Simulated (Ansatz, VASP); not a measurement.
AlN: VASP beside Ansatz

The input INCAR:

```
SYSTEM = AlN
PREC = Accurate
ENCUT = 600
EDIFF = 1E-6
ISMEAR = -4
SIGMA = 0.1
LREAL = .False.
LASPH = .True.
NELM = 120
ALGO = Normal
ISIF = 2
LWAVE = .False.
LCHARG = .False.
GGA = PS
NBANDS = 11
GGA_COMPAT = .False.
```

The input KPOINTS:

```
Automatic mesh
0
Gamma
  6 6 6
  0 0 0
```

File POSCAR:

```
AlN
1.0
    0.0000000000      2.0345180000      2.0345180000
    2.0345180000      0.0000000000      2.0345180000
    2.0345180000      2.0345180000      0.0000000000
Al N
1 1
Direct
    0.5000000000      0.5000000000      0.5000000000
    0.0000000000      0.0000000000      0.0000000000
```

Input for Ansatz:

```yaml
crystal:
  lattice:
    - [0.0, 2.034518, 2.034518]
    - [2.034518, 0.0, 2.034518]
    - [2.034518, 2.034518, 0.0]
  atoms:
    - { symbol: Al, position: [0.5, 0.5, 0.5] }
    - { symbol: "N", position: [0.0, 0.0, 0.0] }
basis:
  ecutwfc: 420
kpoints:
  mp_grid: { grid: [6, 6, 6] }
hamiltonian:
  xc: pbesol
scf:
  occupations: { method: tetrahedron_uncorrected }
output:
  forces: true
  stress: true
  eigenvalues: true
```

Alike in both runs: task single point; functional PBEsol; k mesh 6 × 6 × 6; no spin polarisation.

|  | VASP | Ansatz |
| --- | --- | --- |
| version | VASP 6.6.1 | Ansatz 0.2.0 |
| potentials or method | VASP PAW PBE potentials, release 64 (Al, N), cutoff 600 eV | scalar-relativistic, plane waves, PAW |
| occupations | tetrahedron | tetrahedron-uncorrected |
| valence electrons in the cell | 8 | 8 |

|  | VASP | Ansatz | Ansatz less VASP |
| --- | --- | --- | --- |
| gap on the k mesh at the Fermi level (eV) | 4.37 | 4.37 | +0.005 |
| least direct gap on the mesh (eV) | 5.40 | 5.38 | -0.020 |
| pressure (GPa) | -4.7 | -4.5 | +0.26 |

VASP's potentials were made for PBE, not for PBEsol. Ansatz's warnings: band table not solved further.

The k mesh is coarse, so the values compare programs but aren't converged.
